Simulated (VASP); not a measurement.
Wanted: the native input for a VASP 6.6.1 run.

```yaml
Task: single point
Functional: r2SCAN
Potentials_or_basis: VASP PAW PBE potentials, release 64 (Al, Pt)
Cutoff: 520 eV
k_mesh: 11 × 11 × 11
Occupations: fermi-dirac, width 0.05 eV
Spin: no spin polarisation
Dipole_correction: no
Further_INCAR_settings: ALGO = Normal; EDIFF = 1e-06; NBANDS = 14
```

The system is AlPt.

```xyz
2
Lattice="3.0915 0.0000 0.0000 0.0000 3.0915 0.0000 0.0000 0.0000 3.0915" Properties=species:S:1:pos:R:3 pbc="T T T"
Al    0.0000    0.0000    0.0000
Pt    1.5458    1.5458    1.5458
```

The input as run:

POSCAR

```
AlPt
1.0
    3.0915460000      0.0000000000      0.0000000000
    0.0000000000      3.0915460000      0.0000000000
    0.0000000000      0.0000000000      3.0915460000
Al Pt
1 1
Direct
    0.0000000000      0.0000000000      0.0000000000
    0.5000000000      0.5000000000      0.5000000000
```

INCAR.step1

```
SYSTEM = AlPt
PREC     = Accurate       ! precision mode
ENCUT    = 520            ! plane-wave cutoff, eV
ISMEAR   = -1             ! smearing method
SIGMA    = 0.05           ! smearing width, eV
LREAL    = .FALSE.        ! projectors in reciprocal space
LASPH    = .TRUE.         ! aspherical terms in the spheres
NELM     = 80             ! most SCF steps
NBANDS   = 14             ! bands
GGA      = PE             ! functional
ALGO     = Normal         ! electronic algorithm
EDIFF    = 1E-4           ! SCF threshold, eV
LWAVE    = .TRUE.         ! write WAVECAR
LCHARG   = .FALSE.        ! write CHGCAR
```

INCAR.step2

```
SYSTEM = AlPt
PREC     = Accurate       ! precision mode
ENCUT    = 520            ! plane-wave cutoff, eV
EDIFF    = 1E-6           ! SCF threshold, eV
ISMEAR   = -1             ! smearing method
SIGMA    = 0.05           ! smearing width, eV
LREAL    = .FALSE.        ! projectors in reciprocal space
LASPH    = .TRUE.         ! aspherical terms in the spheres
NELM     = 80             ! most SCF steps
ALGO     = Normal         ! electronic algorithm
ISIF     = 2              ! what is computed and relaxed
LWAVE    = .FALSE.        ! write WAVECAR
LCHARG   = .FALSE.        ! write CHGCAR
METAGGA  = R2SCAN         ! meta-GGA
LMIXTAU  = .TRUE.       
NBANDS   = 14             ! bands
ISTART   = 1
```

KPOINTS

```
Automatic mesh
0
G
  11 11 11
  0 0 0
```

Potentials or basis: VASP PAW PBE potentials, release 64 (Al, Pt).

Run with:

```bash
$ cat potpaw_PBE.64/Al/POTCAR potpaw_PBE.64/Pt/POTCAR > POTCAR
$ cp INCAR.step1 INCAR
$ mpirun -np 1 vasp_std > vasp.out
$ cp INCAR.step2 INCAR
$ mpirun -np 1 vasp_std > vasp.out
```

Results of the run:

| Quantity | Value |
| --- | --- |
| Pressure | -4.9 GPa |
| Band gap on the k mesh | zero (an odd number of electrons rules out a gap without spin polarisation) |

Caveat: the cell stands under tension; the PAW data sets were made with another functional, which shifts forces and pressure a little; spin-orbit coupling is left out, which moves the levels of the heavy elements.

Run time: 40 s on 1 thread of Intel Xeon 8259CL, with other jobs on the host, peak memory 0.16 GiB.
